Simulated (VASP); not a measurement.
# SrTiO3 (P4mm) in VASP: a series of runs

The runs below take SrTiO3 through single point, relaxation of the atoms, with PBE.

Everything below comes from runs of VASP 6.6.1. Logs are shortened: lines on timing, memory, paths and dates and some standing lists are left out, and cuts for length are marked.

## 1. The cell of the first run

The structure is tetragonal, space group P4mm (No. 99). The conventional cell has a = 3.936 Å, b = 3.936 Å, c = 3.936 Å, α = 90.00°, β = 90.00°, γ = 90.00°. Within 3.6 Å of Sr (site symmetry 4mm) lie 12 O at 2.74 to 2.83 Å and 8 Ti at 3.34 to 3.48 Å. Ti (site symmetry 4mm) has 6 O at 1.90 to 2.04 Å within 2.5 Å. Within 2.5 Å of O (site symmetry 4mm) lie 2 Ti at 1.90 to 2.04 Å. O (site symmetry 2mm) has 2 Ti at 1.97 Å within 2.6 Å.

## 2. Single point, PBE (atoms displaced along several vibrational modes)

INCAR reads:

```
ALGO = Normal ; EDIFF = 1E-6
ENCUT = 520 ; GGA = PE
ISIF = 2 ; ISMEAR = 0
LASPH = T ; LCHARG = F
LREAL = F ; LWAVE = F
NBANDS = 28 ; NELM = 60
PREC = Accurate ; SIGMA = 0.05
```

KPOINTS reads:

```
k-points
0
Gamma
  8 8 8
```

POSCAR reads:

```
SrTiO3
1.0
    3.9364094381      0.0000000000      0.0000000000
    0.0000000000      3.9364094381      0.0000000000
    0.0000000000      0.0000000000      3.9364094381
Sr Ti O
1 1 3
Direct
   -0.0113070175      0.0000000000      0.0000000000
    0.5178595471      0.5000000000      0.5000000000
    0.0002045999      0.5000000000      0.5000000000
    0.5041429008      0.0000000000      0.5000000000
    0.5041429008      0.5000000000      0.0000000000
```

Potentials or basis: VASP PAW PBE potentials, release 64 (Sr_sv, Ti_sv, O).

Command:

```
$ cat potpaw_PBE.64/Sr_sv/POTCAR potpaw_PBE.64/Ti_sv/POTCAR potpaw_PBE.64/O/POTCAR > POTCAR
$ mpirun -np 1 vasp_std > vasp.out
```

OUTCAR:

```text
EDIFF = 1E-6
   ENCUT = 520
   GGA = PE
   ISIF = 2
   ISMEAR = 0
   LASPH = T
   LREAL = F
   NELM = 60
   PREC = Accurate

 ion  position               nearest neighbor table
   1  0.989  0.000  0.000-   4 2.74   5 2.74   4 2.74   5 2.74   3 2.78   3 2.78   3 2.78   3 2.78
                             4 2.83   5 2.83   4 2.83   5 2.83   2 3.34   2 3.34   2 3.34   2 3.34
   2  0.518  0.500  0.500-   3 1.90   4 1.97   5 1.97   5 1.97   4 1.97   3 2.04   1 3.34   1 3.34
                             1 3.34   1 3.34   1 3.48   1 3.48   1 3.48   1 3.48
   3  0.000  0.500  0.500-   2 1.90   2 2.04   1 2.78   1 2.78   1 2.78   1 2.78
   4  0.504  0.000  0.500-   2 1.97   2 1.97   1 2.74   1 2.74   1 2.83   1 2.83
   5  0.504  0.500  0.000-   2 1.97   2 1.97   1 2.74   1 2.74   1 2.83   1 2.83

  LATTYP: Found a simple cubic cell.
 ALAT       =     3.9364094381

  Lattice vectors:

 A1 = (   3.9364094381,   0.0000000000,   0.0000000000)
 A2 = (   0.0000000000,   3.9364094381,   0.0000000000)
 A3 = (   0.0000000000,   0.0000000000,   3.9364094381)

Analysis of symmetry for initial positions (statically):
=====================================================================
 Subroutine PRICEL returns:
 Original cell was already a primitive cell.

 Routine SETGRP: Setting up the symmetry group for a
 simple cubic supercell.

 Subroutine GETGRP returns: Found  8 space group operations
 (whereof  8 operations were pure point group operations)
 out of a pool of 48 trial point group operations.

The static configuration has the point symmetry C_4v.

Analysis of symmetry for dynamics (positions and initial velocities):
=====================================================================
 Subroutine PRICEL returns:
 Original cell was already a primitive cell.

 Routine SETGRP: Setting up the symmetry group for a
 simple cubic supercell.

 Subroutine GETGRP returns: Found  8 space group operations
 (whereof  8 operations were pure point group operations)
 out of a pool of 48 trial point group operations.

The dynamic configuration has the point symmetry C_4v.

 Subroutine INISYM returns: Found  8 space group operations
 (whereof  8 operations are pure point group operations),
 and found     1 'primitive' translations

----------------------------------------------------------------------------------------

                                     Primitive cell

  volume of cell :      60.9959

  direct lattice vectors                    reciprocal lattice vectors
     3.936409438  0.000000000  0.000000000     0.254038615  0.000000000  0.000000000
     0.000000000  3.936409438  0.000000000     0.000000000  0.254038615  0.000000000
     0.000000000  0.000000000  3.936409438     0.000000000  0.000000000  0.254038615

  length of vectors
     3.936409438  3.936409438  3.936409438     0.254038615  0.254038615  0.254038615

  position of ions in fractional coordinates (direct lattice)
     0.988692982  0.000000000  0.000000000
     0.517859547  0.500000000  0.500000000
     0.000204600  0.500000000  0.500000000
     0.504142901  0.000000000  0.500000000
     0.504142901  0.500000000  0.000000000

  ion indices of the primitive-cell ions
   primitive index   ion index
                 1           1
                 2           2
                 3           3
                 4           4
                 5           5

----------------------------------------------------------------------------------------

 KPOINTS: k-points

Automatic generation of k-mesh.
 Grid dimensions read from file:
 generate k-points for:    8    8    8

 Generating k-lattice:

  Cartesian coordinates                     Fractional coordinates (reciprocal lattice)
     0.031754827  0.000000000  0.000000000     0.125000000  0.000000000  0.000000000
     0.000000000  0.031754827  0.000000000     0.000000000  0.125000000  0.000000000
     0.000000000  0.000000000  0.031754827     0.000000000  0.000000000  0.125000000

  Length of vectors
     0.031754827  0.031754827  0.031754827

  Shift w.r.t. Gamma in fractional coordinates (k-lattice)
     0.000000000  0.000000000  0.000000000

 Subroutine IBZKPT returns following result:
 ===========================================

 Found     75 irreducible k-points:

 Following reciprocal coordinates:
            Coordinates               Weight
  0.000000  0.000000  0.000000      1.000000
  0.125000  0.000000  0.000000      2.000000
  0.000000  0.125000  0.000000      4.000000
  0.250000  0.000000  0.000000      2.000000
  0.000000  0.250000  0.000000      4.000000
  0.375000  0.000000  0.000000      2.000000
[... 16 lines left out ...]
  0.375000  0.250000  0.000000      8.000000
  0.000000  0.375000  0.250000      8.000000
 [... further k-points ...]
   k-points           NKPTS =     75   k-points in BZ     NKDIM =     75   number of bands    NBANDS=     28
   number of dos      NEDOS =    301   number of ions     NIONS =      5
   total plane-waves  NPLWV =  27000
   dimension x,y,z NGX =    30 NGY =   30 NGZ =   30
   dimension x,y,z NGXF=    60 NGYF=   60 NGZF=   60
   ions per type =               1   1   3
   NGX,Y,Z   is equivalent  to a cutoff of  12.67, 12.67, 12.67 a.u.
   NGXF,Y,Z  is equivalent  to a cutoff of  25.34, 25.34, 25.34 a.u.
 SYSTEM =  unknown system
   PREC   = accura    normal or accurate (medium, high low for compatibility)
   ISTART =      0    job   : 0-new  1-cont  2-samecut
   ICHARG =      2    charge: 1-file 2-atom 10-const
   ISPIN  =      1    spin polarized calculation?
   LNONCOLLINEAR =      F non collinear calculations
   LSORBIT =      F    spin-orbit coupling
   LASPH  =      T    aspherical Exc in radial PAW
   ENCUT  =  520.0 eV  38.22 Ry    6.18 a.u.   7.32  7.32  7.32*2*pi/ulx,y,z
   NELM   =     60;   NELMIN=  2; NELMDL= -5     # of ELM steps
   EDIFF  = 0.1E-05   stopping-criterion for ELM
   LREAL  =      F    real-space projection
   EDIFFG = 0.1E-04   stopping-criterion for IOM
   NSW    =      0    number of steps for IOM
   IBRION =     -1    ionic relax: 0-MD 1-quasi-New 2-CG
   NFREE  =      0    steps in history (QN), initial steepest desc. (CG)
   ISIF   =      2    stress and relaxation
   ISYM   =      2    0-nonsym 1-usesym 2-fastsym
   POTIM  = 0.5000    time-step for ionic-motion
   TEBEG  =    0.0;   TEEND  =   0.0 temperature during run
   PSTRESS=    0.0 pullay stress
   NELECT =      40.0000    total number of electrons
   NUPDOWN=      -1.0000    fix difference up-down
   EMIN   =  10.00;   EMAX   =-10.00  energy-range for DOS
   EFERMI =   0.00;   METHOD = LEGACY
   ISMEAR =     0;   SIGMA  =   0.05  broadening in eV -4-tet -1-fermi 0-gaus
   EFERMI_NEDOS =   21; number of points for ismear=-14 and -15
   IALGO  =     38    algorithm
   IMIX   =      4    mixing-type and parameters
     AMIX     =   0.40;   BMIX     =  1.00
     AMIX_MAG =   1.60;   BMIX_MAG =  1.00
  volume/ion in A,a.u.               =      12.20        82.32
  Fermi-wavevector in a.u.,A,eV,Ry     =   1.422311  2.687778 27.524158  2.022969
  Thomas-Fermi vector in A             =   2.543028
   LORBIT       =      0    0 simple, 1 ext, 2 COOP (PROOUT), +10 PAW based schemes
   GGA     = PE    functional components
   LHFCALC =     F    Hartree Fock is set to
   AEXX    =    0.0000 exact exchange contribution
   IVDW    =     0    specifies the selected vdW correction
   LEPSILON=     F    determine dielectric tensor
   LRPA    =     F    only Hartree local field effects (RPA)
 non-spin polarized calculation
 Gauss-broadening in eV      SIGMA  =   0.05
  energy-cutoff  :      520.00
  volume of cell :       61.00
 maximum number of plane-waves:      1671
 NGX is ok and might be reduce to    30
   NGX = 15   NGY = 15   NGZ = 15

 number of electron      39.9999992 magnetization

 Free energy of the ion-electron system (eV)
  ---------------------------------------------------
  ext. energy  EPLUGINS =         0.00000000
  ---------------------------------------------------
  free energy    TOTEN  =       -40.08664517 eV

  energy without entropy =      -40.08664517  energy(sigma->0) =      -40.08664517

 E-fermi :   4.3561     XC(G=0): -11.1412

 val. band max:        3.9734298899   @ k =   0.5000   0.5000   0.5000
 cond. band min:       5.7938352375   @ k =   0.0000   0.0000   0.0000
 fundamental gap:      1.8204053476
 Fermi energy:         4.3560706541

 k-point     1 :       0.0000    0.0000    0.0000
  band No.  band energies     occupation
      1     -52.5640      2.00000
      2     -28.9009      2.00000
      3     -28.8057      2.00000
      4     -28.7959      2.00000
      5     -28.7959      2.00000
      6     -13.3758      2.00000
[... 20 lines left out ...]
     27       9.3536      0.00000
     28       9.9654      0.00000

 k-point     2 :       0.1250    0.0000    0.0000
  band No.  band energies     occupation
      1     -52.5638      2.00000
      2     -28.9138      2.00000
      3     -28.7991      2.00000
      4     -28.7956      2.00000
      5     -28.7956      2.00000
      6     -13.3789      2.00000
[... 20 lines left out ...]
     27       9.6176      0.00000
     28      10.3379      0.00000

 k-point     3 :       0.0000    0.1250    0.0000
  band No.  band energies     occupation
      1     -52.5638      2.00000
      2     -28.9120      2.00000
      3     -28.8086      2.00000
      4     -28.7956      2.00000
      5     -28.7878      2.00000
      6     -13.3831      2.00000
[... 20 lines left out ...]
     27       9.6177      0.00000
     28      10.3320      0.00000

 k-point     4 :       0.2500    0.0000    0.0000
  band No.  band energies     occupation
      1     -52.5634      2.00000
      2     -28.9417      2.00000
      3     -28.7947      2.00000
      4     -28.7947      2.00000
      5     -28.7862      2.00000
      6     -13.4341      2.00000
[... 20 lines left out ...]
     27      10.2600      0.00000
     28      11.3527      0.00000

 k-point     5 :       0.0000    0.2500    0.0000
  band No.  band energies     occupation
      1     -52.5634      2.00000
      2     -28.9377      2.00000
      3     -28.8090      2.00000
      4     -28.7947      2.00000
      5     -28.7758      2.00000
      6     -13.4453      2.00000
[... 20 lines left out ...]
     27      10.2556      0.00000
     28      11.3380      0.00000

 k-point     6 :       0.3750    0.0000    0.0000
  band No.  band energies     occupation
      1     -52.5629      2.00000
      2     -28.9674      2.00000
      3     -28.7937      2.00000
      4     -28.7937      2.00000
      5     -28.7754      2.00000
      6     -13.5302      2.00000
[... 463 lines left out ...]
      5     -28.7763      2.00000
      6     -13.2999      2.00000
[... 20 lines left out ...]
     27      11.1527      0.00000
     28      11.7646      0.00000

 k-point    22 :       0.0000    0.2500    0.2500
  band No.  band energies     occupation
      1     -52.5627      2.00000
      2     -28.9306      2.00000
      3     -28.8268      2.00000
      4     -28.8073      2.00000
      5     -28.7726      2.00000
      6     -13.3100      2.00000
[... 20 lines left out ...]
     27      11.1482      0.00000
     28      11.7540      0.00000

 k-point    23 :       0.3750    0.2500    0.0000
  band No.  band energies     occupation
      1     -52.5622      2.00000
      2     -28.9393      2.00000
      3     -28.8343      2.00000
      4     -28.7925      2.00000
      5     -28.7854      2.00000
      6     -13.2647      2.00000
[... 20 lines left out ...]
     27      11.8801      0.00000
     28      12.2313      0.00000

 k-point    24 :       0.0000    0.3750    0.2500
  band No.  band energies     occupation
      1     -52.5622      2.00000
      2     -28.9334      2.00000
      3     -28.8300      2.00000
      4     -28.8063      2.00000
      5     -28.7818      2.00000
      6     -13.2804      2.00000
[... 20 lines left out ...]
     27      11.8861      0.00000
     28      12.1904      0.00000

 [... further k-points ...]

------------------------ aborting loop because EDIFF is reached ----------------------------------------

  FORCE on cell =-STRESS in cart. coord.  units (eV):
  Direction    XX          YY          ZZ          XY          YZ          ZX
  --------------------------------------------------------------------------------------
  -------------------------------------------------------------------------------------
  Total        0.6069236      0.3693983      0.3693983      0.0000000     -0.0000000      0.0000000
  in kB       15.9420380      9.7029709      9.7029709      0.0000000     -0.0000000      0.0000000
  external PRESSURE =      11.7826599 kB  Pullay stress =       0.0000000 kB

 VOLUME and BASIS-vectors are now :
 -----------------------------------------------------------------------------
  energy-cutoff  :      520.00
  volume of cell :       61.00
      direct lattice vectors                 reciprocal lattice vectors
     3.936409438  0.000000000  0.000000000     0.254038615  0.000000000  0.000000000
     0.000000000  3.936409438  0.000000000     0.000000000  0.254038615  0.000000000
     0.000000000  0.000000000  3.936409438     0.000000000  0.000000000  0.254038615

 POSITION                                       TOTAL-FORCE (eV/Angst)
 -----------------------------------------------------------------------------------
      3.89190      0.00000      0.00000         0.341512      0.000000     -0.000000
      2.03851      1.96820      1.96820        -0.259894      0.000000     -0.000000
      0.00081      1.96820      1.96820         0.035105      0.000000     -0.000000
      1.98451      0.00000      1.96820        -0.058361     -0.000000      0.000000
      1.98451      1.96820      0.00000        -0.058361     -0.000000      0.000000
 -----------------------------------------------------------------------------------
    total drift:                                0.000268      0.000000      0.000003

  FREE ENERGIE OF THE ION-ELECTRON SYSTEM (eV)
  ---------------------------------------------------
  free  energy   TOTEN  =       -40.0866451663 eV

  energy  without entropy=      -40.0866451663  energy(sigma->0) =      -40.08664517
```

It took 4 min on 1 thread of Intel Xeon 8259CL, shared host; peak memory 0.26 GiB.

What came out:

| Property | Result |
| --- | --- |
| Free energy | -40.0866 eV |
| Pressure | 1.2 GPa |
| Largest force | 0.342 eV/Å |
| Band gap on the k mesh | 1.82 eV (least direct gap 2.24 eV) |

Forces on the atoms (eV/Å):
```
Sr   0.342  0.000  0.000
Ti  -0.260  0.000  0.000
O    0.035  0.000  0.000
O   -0.058  0.000  0.000
O   -0.058  0.000  0.000
```

Stress tensor (GPa, compression positive):
```
1.59 0.00 0.00
0.00 0.97 0.00
0.00 0.00 0.97
```

Levels at points of the mesh, in eV from the valence-band top:
| k point | band 18 | band 19 | band 20 | band 21 | band 22 | band 23 |
| --- | --- | --- | --- | --- | --- | --- |
| (0.00, 0.00, 0.00) | -0.42 | -0.42 | -0.42 | 1.82 | 1.90 | 1.90 |
| (0.50, 0.00, 0.00) | -1.92 | -0.73 | -0.73 | 1.98 | 3.70 | 3.70 |
| (0.00, 0.50, 0.00) | -1.86 | -0.81 | -0.77 | 2.06 | 3.67 | 3.68 |
| (0.50, 0.50, 0.00) | -1.54 | -1.54 | -0.11 | 3.67 | 3.71 | 4.13 |
| (0.00, 0.50, 0.50) | -1.59 | -1.59 | -0.09 | 3.69 | 3.69 | 4.11 |
| (0.50, 0.50, 0.50) | -0.02 | -0.02 | 0.00 | 4.32 | 4.33 | 4.33 |

Caveat: the cell differs from its parent crystal (atoms displaced along several vibrational modes). A k mesh can miss the band edges.

(Continued in part 2 of 3.)
